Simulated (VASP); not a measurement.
Set up this calculation in VASP 6.6.1, as the native input.

```
Task                   : single point
Functional             : LDA
Potentials or basis    : VASP PAW LDA potentials, release 64 (Sr_sv, Cl)
Cutoff                 : 520 eV
k mesh                 : 8 × 8 × 8
Occupations            : fermi-dirac, width 0.01 eV
Spin                   : no spin polarisation
Dipole correction      : no
Further INCAR settings : ALGO = Normal; EDIFF = 1e-06; NBANDS = 19
```

The structure of SrCl2 lies in POSCAR:

```
SrCl2
1.0
    0.0000000000      3.4621066777      3.4621066777
    3.4621066777      0.0000000000      3.4621066777
    3.4621066777      3.4621066777      0.0000000000
Sr Cl
1 2
Direct
    0.0000000000      0.0000000000      0.0000000000
    0.2500000000      0.2500000000      0.2500000000
    0.7500000000      0.7500000000      0.7500000000
```

One way to write it, as run:

INCAR

```
SYSTEM = SrCl2
PREC = Accurate
ENCUT = 520
EDIFF = 1E-6
ISMEAR = -1
SIGMA = 0.01
LREAL = .False.
LASPH = .True.
NELM = 100
ALGO = Normal
ISIF = 2
LWAVE = .False.
LCHARG = .True.
LELF = .True.
LVHAR = .True.
NBANDS = 19
```

KPOINTS

```
regular mesh
0
Gamma
  8 8 8
  0 0 0
```

Potentials or basis: VASP PAW LDA potentials, release 64 (Sr_sv, Cl).

Run with:

```bash
$ cat potpaw_LDA.64/Sr_sv/POTCAR potpaw_LDA.64/Cl/POTCAR > POTCAR
$ mpirun -np 1 vasp_std > vasp.out
```

Results of the run:

| Quantity | Value |
| --- | --- |
| Pressure | -2.0 GPa |
| Band gap on the k mesh | 4.97 eV (least direct gap 5.14 eV) |

It took 20 s on 1 thread of Intel(R) Xeon(R) Platinum 8488C (Sapphire Rapids) (shared host), peak memory 0.19 GiB.
